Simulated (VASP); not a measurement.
# As (P6/mmm) in VASP: a series of runs, part 2 of 3

VASP 6.6.1. Earlier steps stand in the parts before.

### 3 Single point, PBE

This run uses another cell than the first one, of 25.36 Å³/atom, 1.262 times its volume.

Input file INCAR:

```
PREC = Accurate ; ENCUT = 520
EDIFF = 1E-6 ; ISMEAR = 0
SIGMA = 0.1 ; LREAL = F
LASPH = T ; NELM = 100
ALGO = Normal ; ISIF = 2
LWAVE = F ; LCHARG = F
GGA = PE ; NBANDS = 18
```

Input file KPOINTS:

```
regular mesh
0
Gamma
  6 6 4
```

Input file POSCAR:

```
As
1.0
    4.5888870068      0.0000000000      0.0000000000
   -2.2944435034      3.9740927230      0.0000000000
    0.0000000000      0.0000000000      5.5613751601
As
4
Direct
    0.3333333333      0.6666666667      0.2500061246
    0.3333333333      0.6666666667      0.7499938754
    0.6666666667      0.3333333333      0.7499938754
    0.6666666667      0.3333333333      0.2500061246
```

Potentials or basis: VASP PAW PBE potentials, release 64 (As).

Command:

```bash
$ cat potpaw_PBE.64/As/POTCAR > POTCAR
$ mpirun -np 1 vasp_std > vasp.out
```

OUTCAR:

```text
PREC = Accurate
   ENCUT = 520
   EDIFF = 1E-6
   ISMEAR = 0
   LREAL = F
   LASPH = T
   NELM = 100
   ISIF = 2
   GGA = PE

 ion  position               nearest neighbor table
   1  0.333  0.667  0.250-   4 2.65   4 2.65   4 2.65   2 2.78   2 2.78
   2  0.333  0.667  0.750-   3 2.65   3 2.65   3 2.65   1 2.78   1 2.78
   3  0.667  0.333  0.750-   2 2.65   2 2.65   2 2.65   4 2.78   4 2.78
   4  0.667  0.333  0.250-   1 2.65   1 2.65   1 2.65   3 2.78   3 2.78

  LATTYP: Found a hexagonal cell.
 ALAT       =     4.5888870068
 C/A-ratio  =     1.2119224448

  Lattice vectors:

 A1 = (   4.5888870068,   0.0000000000,   0.0000000000)
 A2 = (  -2.2944435034,   3.9740927230,   0.0000000000)
 A3 = (   0.0000000000,   0.0000000000,   5.5613751601)

Analysis of symmetry for initial positions (statically):
=====================================================================
 Subroutine PRICEL returns:
 Original cell was already a primitive cell.

 Routine SETGRP: Setting up the symmetry group for a
 hexagonal supercell.

 Subroutine GETGRP returns: Found 24 space group operations
 (whereof 24 operations were pure point group operations)
 out of a pool of 24 trial point group operations.

The static configuration has the point symmetry D_6h.

Analysis of symmetry for dynamics (positions and initial velocities):
=====================================================================
 Subroutine PRICEL returns:
 Original cell was already a primitive cell.

 Routine SETGRP: Setting up the symmetry group for a
 hexagonal supercell.

 Subroutine GETGRP returns: Found 24 space group operations
 (whereof 24 operations were pure point group operations)
 out of a pool of 24 trial point group operations.

The dynamic configuration has the point symmetry D_6h.

 Subroutine INISYM returns: Found 24 space group operations
 (whereof 24 operations are pure point group operations),
 and found     1 'primitive' translations

----------------------------------------------------------------------------------------

                                     Primitive cell

  volume of cell :     101.4209

  direct lattice vectors                    reciprocal lattice vectors
     4.588887007  0.000000000  0.000000000     0.217917765  0.125814880  0.000000000
    -2.294443503  3.974092723  0.000000000     0.000000000  0.251629760  0.000000000
     0.000000000  0.000000000  5.561375160     0.000000000  0.000000000  0.179811642

  length of vectors
     4.588887007  4.588887007  5.561375160     0.251629760  0.251629760  0.179811642

  position of ions in fractional coordinates (direct lattice)
     0.333333333  0.666666667  0.250006125
     0.333333333  0.666666667  0.749993875
     0.666666667  0.333333333  0.749993875
     0.666666667  0.333333333  0.250006125

  ion indices of the primitive-cell ions
   primitive index   ion index
                 1           1
                 2           2
                 3           3
                 4           4

----------------------------------------------------------------------------------------

 KPOINTS: regular mesh

Automatic generation of k-mesh.
 Grid dimensions read from file:
 generate k-points for:    6    6    4

 Generating k-lattice:

  Cartesian coordinates                     Fractional coordinates (reciprocal lattice)
     0.036319627  0.020969147  0.000000000     0.166666667  0.000000000  0.000000000
     0.000000000  0.041938293  0.000000000     0.000000000  0.166666667  0.000000000
     0.000000000  0.000000000  0.044952911     0.000000000  0.000000000  0.250000000

  Length of vectors
     0.041938293  0.041938293  0.044952911

  Shift w.r.t. Gamma in fractional coordinates (k-lattice)
     0.000000000  0.000000000  0.000000000

 Subroutine IBZKPT returns following result:
 ===========================================

 Found     21 irreducible k-points:

 Following reciprocal coordinates:
            Coordinates               Weight
  0.000000  0.000000  0.000000      1.000000
  0.166667 -0.000000  0.000000      6.000000
  0.333333 -0.000000  0.000000      6.000000
  0.500000 -0.000000  0.000000      3.000000
  0.166667  0.166667  0.000000      6.000000
  0.333333  0.166667  0.000000     12.000000
[... 13 lines left out ...]
  0.333333  0.166667  0.500000     12.000000
  0.333333  0.333333  0.500000      2.000000
   k-points           NKPTS =     21   k-points in BZ     NKDIM =     21   number of bands    NBANDS=     18
   number of dos      NEDOS =    301   number of ions     NIONS =      4
   total plane-waves  NPLWV =  54432
   dimension x,y,z NGX =    36 NGY =   36 NGZ =   42
   dimension x,y,z NGXF=    72 NGYF=   72 NGZF=   84
   ions per type =               4
   NGX,Y,Z   is equivalent  to a cutoff of  13.04, 13.04, 12.56 a.u.
   NGXF,Y,Z  is equivalent  to a cutoff of  26.08, 26.08, 25.11 a.u.
 SYSTEM =  unknown system
   PREC   = accura    normal or accurate (medium, high low for compatibility)
   ISTART =      0    job   : 0-new  1-cont  2-samecut
   ICHARG =      2    charge: 1-file 2-atom 10-const
   ISPIN  =      1    spin polarized calculation?
   LNONCOLLINEAR =      F non collinear calculations
   LSORBIT =      F    spin-orbit coupling
   LASPH  =      T    aspherical Exc in radial PAW
   ENCUT  =  520.0 eV  38.22 Ry    6.18 a.u.   8.53  8.53 10.34*2*pi/ulx,y,z
   NELM   =    100;   NELMIN=  2; NELMDL= -5     # of ELM steps
   EDIFF  = 0.1E-05   stopping-criterion for ELM
   LREAL  =      F    real-space projection
   EDIFFG = 0.1E-04   stopping-criterion for IOM
   NSW    =      0    number of steps for IOM
   IBRION =     -1    ionic relax: 0-MD 1-quasi-New 2-CG
   NFREE  =      0    steps in history (QN), initial steepest desc. (CG)
   ISIF   =      2    stress and relaxation
   ISYM   =      2    0-nonsym 1-usesym 2-fastsym
   POTIM  = 0.5000    time-step for ionic-motion
   TEBEG  =    0.0;   TEEND  =   0.0 temperature during run
   PSTRESS=    0.0 pullay stress
   NELECT =      20.0000    total number of electrons
   NUPDOWN=      -1.0000    fix difference up-down
   EMIN   =  10.00;   EMAX   =-10.00  energy-range for DOS
   EFERMI =   0.00;   METHOD = LEGACY
   ISMEAR =     0;   SIGMA  =   0.10  broadening in eV -4-tet -1-fermi 0-gaus
   EFERMI_NEDOS =   21; number of points for ismear=-14 and -15
   IALGO  =     38    algorithm
   IMIX   =      4    mixing-type and parameters
     AMIX     =   0.40;   BMIX     =  1.00
     AMIX_MAG =   1.60;   BMIX_MAG =  1.00
  volume/ion in A,a.u.               =      25.36       171.11
  Fermi-wavevector in a.u.,A,eV,Ry     =   0.952889  1.800699 12.354055  0.907997
  Thomas-Fermi vector in A             =   2.081493
   LORBIT       =      0    0 simple, 1 ext, 2 COOP (PROOUT), +10 PAW based schemes
   GGA     = PE    functional components
   LHFCALC =     F    Hartree Fock is set to
   AEXX    =    0.0000 exact exchange contribution
   IVDW    =     0    specifies the selected vdW correction
   LEPSILON=     F    determine dielectric tensor
   LRPA    =     F    only Hartree local field effects (RPA)
 non-spin polarized calculation
 Gauss-broadening in eV      SIGMA  =   0.10
  energy-cutoff  :      520.00
  volume of cell :      101.42
 maximum number of plane-waves:      2775
 NGX is ok and might be reduce to    36
   NGX = 17   NGY = 17   NGZ = 21

 number of electron      19.9999995 magnetization

 Free energy of the ion-electron system (eV)
  ---------------------------------------------------
  ext. energy  EPLUGINS =         0.00000000
  ---------------------------------------------------
  free energy    TOTEN  =       -17.90326605 eV

  energy without entropy =      -17.89937467  energy(sigma->0) =      -17.90132036

 E-fermi :   3.9452     XC(G=0):  -9.0523

 val. band max:        3.8896720843   @ k =   0.0000   0.0000   0.0000
 cond. band min:       4.1191245653   @ k =   0.1667  -0.0000   0.2500
 fundamental gap:      0.2294524811
 Fermi energy:         3.9452181166

 k-point     1 :       0.0000    0.0000    0.0000
  band No.  band energies     occupation
      1     -10.3494      2.00000
      2      -7.5848      2.00000
      3      -4.9139      2.00000
      4      -2.3574      2.00000
      5      -1.8164      2.00000
      6      -0.3835      2.00000
[... 418 lines left out ...]
      5      -1.0953      2.00000
      6      -1.0950      2.00000
[... 10 lines left out ...]
     17       9.8178      0.00000
     18       9.8180      0.00000

------------------------ aborting loop because EDIFF is reached ----------------------------------------

  FORCE on cell =-STRESS in cart. coord.  units (eV):
  Direction    XX          YY          ZZ          XY          YZ          ZX
  --------------------------------------------------------------------------------------
  -------------------------------------------------------------------------------------
  Total        0.0607372      0.0607372      0.0865127      0.0000000      0.0000000      0.0000000
  in kB        0.9594835      0.9594835      1.3666677      0.0000000      0.0000000      0.0000000
  external PRESSURE =       1.0952115 kB  Pullay stress =       0.0000000 kB

 VOLUME and BASIS-vectors are now :
 -----------------------------------------------------------------------------
  energy-cutoff  :      520.00
  volume of cell :      101.42
      direct lattice vectors                 reciprocal lattice vectors
     4.588887007  0.000000000  0.000000000     0.217917765  0.125814880  0.000000000
    -2.294443503  3.974092723  0.000000000     0.000000000  0.251629760  0.000000000
     0.000000000  0.000000000  5.561375160     0.000000000  0.000000000  0.179811642

 POSITION                                       TOTAL-FORCE (eV/Angst)
 -----------------------------------------------------------------------------------
     -0.00000      2.64940      1.39038        -0.000000     -0.000000     -0.000358
     -0.00000      2.64940      4.17100         0.000000     -0.000000      0.000358
      2.29444      1.32470      4.17100        -0.000000      0.000000      0.000358
      2.29444      1.32470      1.39038         0.000000      0.000000     -0.000358
 -----------------------------------------------------------------------------------
    total drift:                               -0.000000      0.000000     -0.000000

  FREE ENERGIE OF THE ION-ELECTRON SYSTEM (eV)
  ---------------------------------------------------
  free  energy   TOTEN  =       -17.9032660499 eV

  energy  without entropy=      -17.8993746740  energy(sigma->0) =      -17.90132036
```

OSZICAR:

```text
N       E                     dE             d eps       ncg     rms          rms(c)
DAV:   1     0.779681101170E+02    0.77968E+02   -0.78183E+03   756   0.921E+02
DAV:   2    -0.118635283348E+02   -0.89832E+02   -0.86489E+02  1056   0.146E+02
DAV:   3    -0.178792581522E+02   -0.60157E+01   -0.59618E+01   904   0.397E+01
DAV:   4    -0.179477585293E+02   -0.68500E-01   -0.68425E-01   952   0.471E+00
DAV:   5    -0.179482320425E+02   -0.47351E-03   -0.47341E-03   878   0.410E-01    0.423E+00
DAV:   6    -0.179186087721E+02    0.29623E-01   -0.14730E-02   834   0.588E-01    0.254E+00
DAV:   7    -0.179017910702E+02    0.16818E-01   -0.36102E-02   792   0.916E-01    0.116E-01
DAV:   8    -0.179031103887E+02   -0.13193E-02   -0.17104E-03   820   0.180E-01    0.204E-02
DAV:   9    -0.179032451172E+02   -0.13473E-03   -0.15266E-04   868   0.543E-02    0.981E-03
DAV:  10    -0.179032658664E+02   -0.20749E-04   -0.30282E-05   828   0.248E-02    0.437E-03
DAV:  11    -0.179032660499E+02   -0.18350E-06   -0.14733E-06   788   0.502E-03
   1 F= -.17903266E+02 E0= -.17901320E+02  d E =-.389138E-02
```

stdout:

```text
POSCAR found type information on POSCAR As
 POSCAR found :  1 types and       4 ions
 scaLAPACK will be used
 LDA part: xc-table for (Slater+PW92), standard interpolation
 POSCAR, INCAR and KPOINTS ok, starting setup
 FFT: planning ... GRIDC
 FFT: planning ... GRID_SOFT
 FFT: planning ... GRID
 WAVECAR not read
 entering main loop
```

It took 19 s on 1 thread of Intel Xeon 6975P-C, shared host; peak memory 0.22 GiB.

What came out:

- Free energy: -17.9033 eV
- Pressure: 0.1 GPa
- Band gap on the k mesh: zero (band 10 reaches 4.29 eV, above the bottom of band 11 at 3.87 eV)

Levels at points of the mesh, in eV from the Fermi level:
| k point | band 6 | band 7 | band 8 | band 9 | band 10 | band 11 | band 12 | band 13 | band 14 | band 15 |
| --- | --- | --- | --- | --- | --- | --- | --- | --- | --- | --- |
| (0.00, 0.00, 0.00) | -4.33 | -4.33 | -2.15 | -2.15 | -1.93 | -0.06 | -0.06 | 2.45 | 2.45 | 3.71 |
| (0.50, 0.00, 0.00) | -5.17 | -3.90 | -3.27 | -2.93 | -0.53 | 2.07 | 3.33 | 4.43 | 4.48 | 4.70 |
| (0.00, 0.00, 0.50) | -3.44 | -3.44 | -3.44 | -2.23 | -2.23 | 0.91 | 0.91 | 0.91 | 0.91 | 2.33 |
| (0.50, 0.00, 0.50) | -4.27 | -2.29 | -2.29 | -1.13 | -1.12 | 0.24 | 0.24 | 3.07 | 3.07 | 4.21 |

(Continued in part 3 of 3.)
